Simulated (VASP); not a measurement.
Runs of VASP 6.6.1 on BN. The structure is that of space group F-43m (No. 216), or close to it. The cells are those of the table. 

```csv
task,level,potentials or basis,cell,k mesh,cutoff (eV),smearing,dipole correction,grid for exact exchange (PRECFOCK),share of exact exchange,tolerance level,purpose,gap on the mesh (eV),pressure (GPa)
single point,PBEsol-based global hybrid with 25 % exact exchange,"VASP PAW PBE potentials, release 64 (N, B)","a = 2.564 Å, angles 60.0°, 2 atoms",7 × 7 × 7,520,gaussian 0.01 eV,no,Normal,0.25,-,-,(b),-12.9
single point,r2SCAN,"VASP PAW PBE potentials, release 64 (N, B)","a = 2.614 Å, angles 60.0°, 2 atoms",13 × 13 × 13,660,fermi-dirac 0.05 eV,no,-,-,-,-,4.96,-23.7
single point,BLYP+D3(BJ),"VASP PAW PBE potentials, release 64 (N_h, B_h)","a = 2.564 Å, angles 60.0°, 2 atoms",13 × 13 × 13,1330,fermi-dirac 0.15 eV,no,-,-,-,-,4.93,(c)
dielectric tensor,B3LYP+D3(BJ),"VASP PAW PBE potentials, release 64 (N, B)","a = 2.564 Å, angles 60.0°, 2 atoms",7 × 7 × 7,520,gaussian 0.01 eV,no,Normal,0.2,-,-,6.80,-
band structure,B3LYP,"VASP PAW PBE potentials, release 64 (N, B)","a = 2.564 Å, angles 60.0°, 2 atoms",6 × 6 × 6,460,gaussian 0.03 eV,-,Fast,0.2,standard,bands,6.54,-
single point,PBE0,"VASP PAW PBE potentials, release 64 (N, B)","a = 2.564 Å, angles 60.0°, 2 atoms",10 × 10 × 10,520,fermi-dirac 0.05 eV,no,Normal,0.25,-,-,6.53,(a)
```

Alike in all rows: no spin polarisation.

**Question.** Estimate the missing entries.

**Answer.** (a) -9.0; (b) 6.69; (c) -4.3.

Caveats: some runs use coarse meshes; the PAW data sets were made with another functional, which shifts forces and pressure a little; an odd mesh through Γ misses points on the zone boundary, where band edges can lie (at least some runs); the cell stands under tension (at least some runs); the cutoff is under 1.25 times the usual one of these potentials, so pressure, stress and relaxed cells hold a basis-set (Pulay) error (at least some runs).
